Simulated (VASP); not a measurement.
The system is Ga4SbAs.

```
CELL_PARAMETERS angstrom
0.00000 3.91427 3.91427
3.91427 0.00000 3.91427
3.91427 3.91427 0.00000
ATOMIC_POSITIONS crystal
Ga 0.12261 0.62580 0.62580
Ga 0.62580 0.12261 0.62580
Ga 0.62580 0.62580 0.12261
Ga 0.62580 0.62580 0.62580
Sb 0.25000 0.25000 0.25000
As 0.00000 0.00000 0.00000
```

The cell was built from a structure type or drawn by symmetry, and may not be a known phase.

- Program: VASP 6.6.1
- Task: relaxation of cell and atoms
- Functional: PBE
- Potentials or basis: VASP PAW PBE potentials, release 64 (Ga_d, Sb, As)
- Cutoff: 600 eV
- k mesh: 8 × 8 × 8
- Occupations: gaussian, width 0.1 eV
- Spin: no spin polarisation

At the start: pressure 2.7 GPa; volume 19.99 Å³/atom.

Task: Where does the relaxation end?

Result: Over 4 steps the energy falls by 8.6 meV/atom and the volume is 21.02 Å³/atom (+5.1 %); space group F-43m (No. 216, to 0.1 Å) before and after.

The path:
```
step  energy change (eV)  largest force (eV/Å)  pressure (GPa)  volume (Å³)
   1              0.0000                0.0776            2.74       119.94
   2             -0.0513                0.0164            0.05       125.99
   3             -0.0513                0.0153            0.00       126.12
   4             -0.0513                0.0062           -0.02       126.11
```

Final structure:
```yaml
crystal:
  lattice:
    - [0.00000, 3.98025, 3.98025]
    - [3.98025, 0.00000, 3.98025]
    - [3.98025, 3.98025, 0.00000]
  atoms:
    - { symbol: Ga, position: [0.12362, 0.62546, 0.62546] }
    - { symbol: Ga, position: [0.62546, 0.12362, 0.62546] }
    - { symbol: Ga, position: [0.62546, 0.62546, 0.12362] }
    - { symbol: Ga, position: [0.62546, 0.62546, 0.62546] }
    - { symbol: Sb, position: [0.25000, 0.25000, 0.25000] }
    - { symbol: As, position: [0.00000, 0.00000, 0.00000] }
```
